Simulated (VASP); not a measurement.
# AlCo (WC type) (P-6m2) in VASP: a series of runs

The runs below take AlCo (WC type) through relaxation of cell and atoms, with PBE.

Program: VASP 6.6.1. These are calculated values, not measurements. Logs are shortened: lines on timing, memory, paths and dates and some standing lists are left out, and cuts for length are marked.

**1. The cell of the first run**

The structure is hexagonal, space group P-6m2 (No. 187). The conventional cell has a = 2.443 Å, b = 2.443 Å, c = 3.516 Å, α = 90.00°, β = 90.00°, γ = 120.00°. Co (site symmetry -6m2) has 6 Al at 2.25 Å and 6 Co at 2.44 Å within 3.0 Å. Al (site symmetry -6m2) has 6 Co at 2.25 Å and 6 Al at 2.44 Å within 3.0 Å.

**2. Relaxation of cell and atoms, PBE, target pressure 89 GPa, at which the enthalpy is minimised**

INCAR

```
PREC = Accurate
ENCUT = 600
EDIFF = 1E-7
ISMEAR = -1
SIGMA = 0.08
LREAL = False
LASPH = True
NELM = 60
ALGO = Normal
ISIF = 3
LWAVE = False
LCHARG = False
GGA = PE
IBRION = 2
NSW = 32
EDIFFG = -0.005
PSTRESS = 890.0
```

KPOINTS

```
regular mesh
0
Gamma
  16 16 14
```

POSCAR

```
AlCo
1.0
    2.4427678304      0.0000000000      0.0000000000
   -1.2213839152      2.1154989967      0.0000000000
    0.0000000000      0.0000000000      3.5164387046
Co Al
1 1
Direct
    0.0000000000      0.0000000000      0.0000000000
    0.3333333333      0.6666666667      0.5000000000
```

Potentials or basis: VASP PAW PBE potentials, release 64 (Co, Al).

Run with:

```sh
> cat potpaw_PBE.64/Co/POTCAR potpaw_PBE.64/Al/POTCAR > POTCAR
> mpirun -np 1 vasp_std > vasp.out
```

OUTCAR:

```text
PREC = Accurate
   ENCUT = 600
   EDIFF = 1E-7
   ISMEAR = -1
   LREAL = False
   LASPH = True
   NELM = 60
   ISIF = 3
   GGA = PE
   IBRION = 2
   NSW = 32
   EDIFFG = -0.005
   PSTRESS = 890.0

 ion  position               nearest neighbor table
   1  0.000  0.000  0.000-   2 2.25   2 2.25   2 2.25   2 2.25   2 2.25   2 2.25
   2  0.333  0.667  0.500-   1 2.25   1 2.25   1 2.25   1 2.25   1 2.25   1 2.25

  LATTYP: Found a hexagonal cell.
 ALAT       =     2.4427678304
 C/A-ratio  =     1.4395304625

  Lattice vectors:

 A1 = (   2.4427678304,   0.0000000000,   0.0000000000)
 A2 = (  -1.2213839152,   2.1154989967,   0.0000000000)
 A3 = (   0.0000000000,   0.0000000000,   3.5164387046)

Analysis of symmetry for initial positions (statically):
=====================================================================
 Subroutine PRICEL returns:
 Original cell was already a primitive cell.

 Routine SETGRP: Setting up the symmetry group for a
 hexagonal supercell.

 Subroutine GETGRP returns: Found 12 space group operations
 (whereof 12 operations were pure point group operations)
 out of a pool of 24 trial point group operations.

The static configuration has the point symmetry D_3h.

Analysis of symmetry for dynamics (positions and initial velocities):
=====================================================================
 Subroutine PRICEL returns:
 Original cell was already a primitive cell.

 Routine SETGRP: Setting up the symmetry group for a
 hexagonal supercell.

 Subroutine GETGRP returns: Found 12 space group operations
 (whereof 12 operations were pure point group operations)
 out of a pool of 24 trial point group operations.

The dynamic configuration has the point symmetry D_3h.

 Subroutine INISYM returns: Found 12 space group operations
 (whereof 12 operations are pure point group operations),
 and found     1 'primitive' translations

----------------------------------------------------------------------------------------

                                     Primitive cell

  volume of cell :      18.1718

  direct lattice vectors                    reciprocal lattice vectors
[... 92 lines left out ...]
   NFREE  =      1    steps in history (QN), initial steepest desc. (CG)
   ISIF   =      3    stress and relaxation
   ISYM   =      2    0-nonsym 1-usesym 2-fastsym
   POTIM  = 0.5000    time-step for ionic-motion
   TEBEG  =    0.0;   TEEND  =   0.0 temperature during run
   PSTRESS=  890.0 pullay stress
   NELECT =      12.0000    total number of electrons
   NUPDOWN=      -1.0000    fix difference up-down
   EMIN   =  10.00;   EMAX   =-10.00  energy-range for DOS
   EFERMI =   0.00;   METHOD = LEGACY
   ISMEAR =    -1;   SIGMA  =   0.08  broadening in eV -4-tet -1-fermi 0-gaus
   EFERMI_NEDOS =   21; number of points for ismear=-14 and -15
   IALGO  =     38    algorithm
   IMIX   =      4    mixing-type and parameters
     AMIX     =   0.40;   BMIX     =  1.00
     AMIX_MAG =   1.60;   BMIX_MAG =  1.00
  volume/ion in A,a.u.               =       9.09        61.31
  Fermi-wavevector in a.u.,A,eV,Ry     =   1.425616  2.694024 27.652221  2.032381
  Thomas-Fermi vector in A             =   2.545981
   LORBIT       =      0    0 simple, 1 ext, 2 COOP (PROOUT), +10 PAW based schemes
   GGA     = PE    functional components
   LHFCALC =     F    Hartree Fock is set to
   AEXX    =    0.0000 exact exchange contribution
   IVDW    =     0    specifies the selected vdW correction
   LEPSILON=     F    determine dielectric tensor
   LRPA    =     F    only Hartree local field effects (RPA)
 conjugate gradient relaxation of ions
 non-spin polarized calculation
  energy-cutoff  :      600.00
  volume of cell :       18.17
 maximum number of plane-waves:       630
 NGX is ok and might be reduce to    20
   NGX =  9   NGY =  9   NGZ = 15

--------------------------------------- Ionic step        1  -------------------------------------------

 number of electron      11.9999992 magnetization

 Free energy of the ion-electron system (eV)
  ---------------------------------------------------
  ext. energy  EPLUGINS =         0.00000000
  ---------------------------------------------------
  free energy    TOTEN  =       -10.11603209 eV

  energy without entropy =      -10.08728802  energy(sigma->0) =      -10.10166005

------------------------ aborting loop because EDIFF is reached ----------------------------------------

  FORCE on cell =-STRESS in cart. coord.  units (eV):
  Direction    XX          YY          ZZ          XY          YZ          ZX
  --------------------------------------------------------------------------------------
  -------------------------------------------------------------------------------------
  Total       10.0813069     10.0813069     10.0353496     -0.0000000      0.0000000      0.0000000
  in kB      888.8517932    888.8517932    884.7998116     -0.0000000      0.0000000      0.0000000
  external PRESSURE =      -2.4988674 kB  Pullay stress =     890.0000000 kB
[... 139 lines left out ...]
--------------------------------------- Ionic step        5  -------------------------------------------

 number of electron      11.9999992 magnetization

 Free energy of the ion-electron system (eV)
  ---------------------------------------------------
  ext. energy  EPLUGINS =         0.00000000
  ---------------------------------------------------
  free energy    TOTEN  =       -10.11194443 eV

  energy without entropy =      -10.08320943  energy(sigma->0) =      -10.09757693

 E-fermi :  14.1128     XC(G=0): -13.5031

 val. band max:       14.1095418342   @ k =   0.3125   0.1250   0.0714
 cond. band min:      14.1175513655   @ k =   0.2500   0.1875   0.0714
 fundamental gap:      0.0080095313
 Fermi energy:        14.1127920054

 k-point     1 :       0.0000    0.0000    0.0000
  band No.  band energies     occupation
      1       1.2041      2.00000
      2       9.2974      2.00000
      3      12.0737      2.00000
      4      12.0737      2.00000
      5      12.2925      2.00000
      6      13.3399      1.99987
      7      13.3399      1.99987
      8      18.7280      0.00000
      9      29.6654      0.00000
     10      29.6654      0.00000
[... 287 lines left out ...]
 k-point    24 :       0.2500    0.1875    0.0000
  band No.  band energies     occupation
      1       5.6745      2.00000
      2      10.3478      2.00000
      3      10.3578      2.00000
      4      10.9522      2.00000
      5      12.3392      2.00000
      6      14.0997      1.08141
      7      17.8067      0.00000
      8      18.9222      0.00000
      9      19.3064      0.00000
     10      23.0630      0.00000

 [... further k-points ...]
[... 5 lines left out ...]
  --------------------------------------------------------------------------------------
  -------------------------------------------------------------------------------------
  Total       10.0843539     10.0843539     10.0937339     -0.0000000      0.0000000     -0.0000000
  in kB      889.4824441    889.4824441    890.3098023     -0.0000000      0.0000000     -0.0000000
  external PRESSURE =      -0.2417698 kB  Pullay stress =     890.0000000 kB
[... 21 lines left out ...]
  energy  without entropy=      -10.0832094319  energy(sigma->0) =      -10.09757693

  enthalpy is  TOTEN    =        -0.0217228220 eV   P V=       10.0902216097

 reached required accuracy - stopping structural energy minimisation
```

OSZICAR:

```text
N       E                     dE             d eps       ncg     rms          rms(c)
DAV:   1     0.441995601599E+02    0.44200E+02   -0.61832E+03  4832   0.152E+03
DAV:   2    -0.104812094392E+02   -0.54681E+02   -0.51622E+02  4828   0.214E+02
DAV:   3    -0.119669787524E+02   -0.14858E+01   -0.14729E+01  5516   0.459E+01
[... 40 lines left out ...]
DAV:   2    -0.101119582477E+02    0.10776E-04   -0.18912E-04  5350   0.232E-01    0.253E-02
DAV:   3    -0.101119480831E+02    0.10165E-04   -0.95648E-05  5316   0.154E-01    0.135E-02
DAV:   4    -0.101119446701E+02    0.34130E-05   -0.95085E-06  5338   0.483E-02    0.232E-03
DAV:   5    -0.101119444330E+02    0.23702E-06   -0.39583E-07  4714   0.736E-03    0.442E-04
DAV:   6    -0.101119444317E+02    0.13115E-08   -0.13464E-08  2432   0.144E-03
   5 F= -.21722822E-01 E0= -.73553221E-02  d E =-.403854E-05
```

CONTCAR:

```text
AlCo
   1.00000000000000
     2.4433096588423906   -0.0000000000000000   -0.0000000000000000
    -1.2216548294211953    2.1159682339146304    0.0000000000000000
    -0.0000000000000000    0.0000000000000000    3.5134487669432168
  Co              Al
     1     1
Direct
     0.0000000000000000    0.0000000000000000    1.0000000000000000
     0.3333333332999970    0.6666666667000030    0.5000000000000000

  0.00000000E+00  0.00000000E+00  0.00000000E+00
  0.00000000E+00  0.00000000E+00  0.00000000E+00
```

Run time: 87 s. Hardware: 1 thread of Intel Xeon 6975P-C, shared host; peak memory 0.19 GiB.

What came out:

| Quantity | Value |
| --- | --- |
| Free energy | -10.1119 eV |
| Relaxed volume | 9.08 Å³/atom |
| Relaxed cell | a = 2.443 Å, b = 2.443 Å, c = 3.513 Å, α = 90.00°, β = 90.00°, γ = 120.00° |
| Space group after relaxing (to 0.05 Å) | P-6m2 (No. 187) |
| Energy change on relaxing (the enthalpy is what falls) | +2.0 meV/atom |
| Ionic steps | 5 |
| Pressure after relaxing | 89.0 GPa |
| Band gap on the k mesh | zero (band 6 reaches 15.02 eV, above the bottom of band 7 at 12.95 eV) |

Stress tensor (GPa, compression positive):
```
88.95  0.00  0.00
 0.00 88.95  0.00
 0.00  0.00 89.03
```

Step by step:
| step | energy change (eV) | largest force (eV/Å) | pressure (GPa) | volume (Å³) |
| --- | --- | --- | --- | --- |
| 1 | 0.0000 | 0.0000 | 88.75 | 18.17 |
| 2 | 0.0207 | 0.0000 | 89.79 | 18.13 |
| 3 | 0.0071 | 0.0000 | 89.10 | 18.16 |
| 4 | 0.0067 | 0.0000 | 89.08 | 18.16 |
| 5 | 0.0041 | 0.0000 | 88.98 | 18.16 |

Final structure:
```yaml
crystal:
  lattice:
    - [2.44331, 0.00000, 0.00000]
    - [-1.22165, 2.11597, 0.00000]
    - [0.00000, 0.00000, 3.51345]
  atoms:
    - { symbol: Co, position: [0.00000, 0.00000, 0.00000] }
    - { symbol: Al, position: [0.33333, 0.66667, 0.50000] }
```

Caveat: the cell is relaxed towards a set pressure, so the enthalpy falls and the energy may rise.

**3. Relaxation of cell and atoms, PBE, target pressure 89 GPa, at which the enthalpy is minimised**

This run uses another cell than the first one, of 9.62 Å³/atom, 1.058 times its volume.

INCAR

```
PREC = Accurate
ENCUT = 600
EDIFF = 1E-6
ISMEAR = -1
SIGMA = 0.08
LREAL = F
LASPH = T
NELM = 100
ALGO = Normal
ISIF = 3
LWAVE = F
LCHARG = F
GGA = PE
IBRION = 2
NSW = 60
EDIFFG = -0.005
PSTRESS = 890.0
```

KPOINTS

```
Automatic mesh
0
Gamma
  16 16 14
```

POSCAR

```
AlCo
1.0
    2.8298219123      0.0000000000      0.0000000000
   -1.4149109562      2.4506976642      0.0000000000
    0.0000000000      0.0000000000      2.7732254741
Co Al
1 1
Direct
    0.0000000000      0.0000000000      0.0000000000
    0.3333333333      0.6666666667      0.5000000000
```

Potentials or basis: VASP PAW PBE potentials, release 64 (Co, Al).

Run with:

```sh
> cat potpaw_PBE.64/Co/POTCAR potpaw_PBE.64/Al/POTCAR > POTCAR
> mpirun -np 1 vasp_std > vasp.out
```

It took 4.6 min on 1 thread of Intel Xeon 6975P-C, shared host; peak memory 0.22 GiB.

The run converged. Its results:

- Free energy: -10.1104 eV
- Relaxed volume: 9.08 Å³/atom
- Relaxed cell: a = 2.444 Å, b = 2.444 Å, c = 3.512 Å, α = 90.00°, β = 90.00°, γ = 120.00°
- Space group after relaxing (to 0.05 Å): P-6m2 (No. 187)
- Energy change on relaxing (the enthalpy is what falls): -257.2 meV/atom
- Ionic steps: 19
- Pressure after relaxing: 89.0 GPa
- Band gap on the k mesh: zero (band 6 reaches 15.02 eV, above the bottom of band 7 at 12.95 eV)

Stress tensor (GPa, compression positive):
```
88.96  0.00  0.00
 0.00 88.96  0.00
 0.00  0.00 89.06
```

The path:
```csv
step,energy change (eV),largest force (eV/Å),pressure (GPa),volume (Å³)
1,0.0000,0.0000,83.67,19.23
2,0.1749,0.0000,100.57,18.29
3,1.1679,0.0000,165.62,16.09
4,0.8276,0.0000,146.98,16.58
5,0.9675,0.0000,154.92,16.36
6,0.9319,0.0000,154.26,16.36
7,0.8633,0.0000,153.16,16.34
8,0.9369,0.0000,155.17,16.25
9,0.8627,0.0000,153.43,16.30
10,0.6902,0.0000,145.54,16.49
11,0.2180,0.0000,123.86,17.05
12,-0.5436,0.0000,87.63,18.22
13,-0.5162,0.0000,88.94,18.17
14,-0.4946,0.0000,90.03,18.13
15,-0.4947,0.0000,90.31,18.13
16,-0.4950,0.0000,89.98,18.13
17,-0.4955,0.0000,89.91,18.13
18,-0.5038,0.0000,89.51,18.14
19,-0.5144,0.0000,88.99,18.16
```

Final structure:
```yaml
crystal:
  lattice:
    - [2.44366, 0.00000, 0.00000]
    - [-1.22183, 2.11628, 0.00000]
    - [0.00000, 0.00000, 3.51225]
  atoms:
    - { symbol: Co, position: [0.00000, 0.00000, 0.00000] }
    - { symbol: Al, position: [0.33333, 0.66667, 0.50000] }
```

Levels at points of the mesh, in eV from the Fermi level:
```
           k point  band 3  band 4  band 5  band 6  band 7  band 8  band 9  band 10
(0.00, 0.00, 0.00)   -2.04   -2.04   -1.81   -0.77   -0.77    4.62   15.55    15.55
(0.50, 0.00, 0.00)   -4.15   -3.90   -1.36    0.25    2.08    5.57    7.30    10.52
(0.00, 0.00, 0.50)   -2.70   -2.04   -2.04   -0.90   -0.90   11.11   16.82    16.82
(0.50, 0.00, 0.50)   -3.45   -1.84   -1.51   -1.08    0.25    2.99    4.98    12.29
```

Caveat: the cell is relaxed towards a set pressure, so the enthalpy falls and the energy may rise. Spin polarisation is off, so any magnetic state and its effect on volume and gap are missing.
